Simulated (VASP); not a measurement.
## BaTiO3: single point with PBE

The system is BaTiO3.

```
CELL_PARAMETERS angstrom
2.79460 1.61346 2.28494
-2.79460 1.61346 2.28494
0.00000 -3.22692 2.28494
ATOMIC_POSITIONS crystal
Ba 0.00022 0.00022 0.00022
Ti 0.49219 0.49219 0.49219
O 0.50790 0.01098 0.50790
O 0.01098 0.50790 0.50790
O 0.50790 0.50790 0.01098
```

- Program: VASP 6.6.1
- Task: single point
- Functional: PBE
- Potentials or basis: VASP PAW PBE potentials, release 64 (Ba_sv, Ti_sv, O)
- Cutoff: 520 eV
- k mesh: 7 × 7 × 7
- Occupations: fermi-dirac, width 0.05 eV
- Spin: no spin polarisation

| Quantity | Value |
| --- | --- |
| Pressure | 12.1 GPa |
| Largest force | 0.040 eV/Å |
| Band gap on the k mesh | 2.13 eV, indirect (least direct gap 2.29 eV) |

Forces on the atoms (eV/Å):
```
Ba   0.000  0.000  0.026
Ti   0.000  0.000  0.040
O    0.012 -0.007 -0.022
O   -0.012 -0.007 -0.022
O    0.000  0.014 -0.022
```

Levels at points of the mesh, in eV from the valence-band top:
```csv
k point,band 18,band 19,band 20,band 21,band 22,band 23
"(0.00, 0.00, 0.00)",-0.23,-0.15,-0.15,2.13,2.13,2.21
```

Run time: 2.7 min on 1 thread of AMD EPYC 7R13, with other jobs on the host, peak memory 0.19 GiB.

Caveat: spin-orbit coupling is left out, which moves the levels of the heavy elements. A k mesh can miss the band edges.
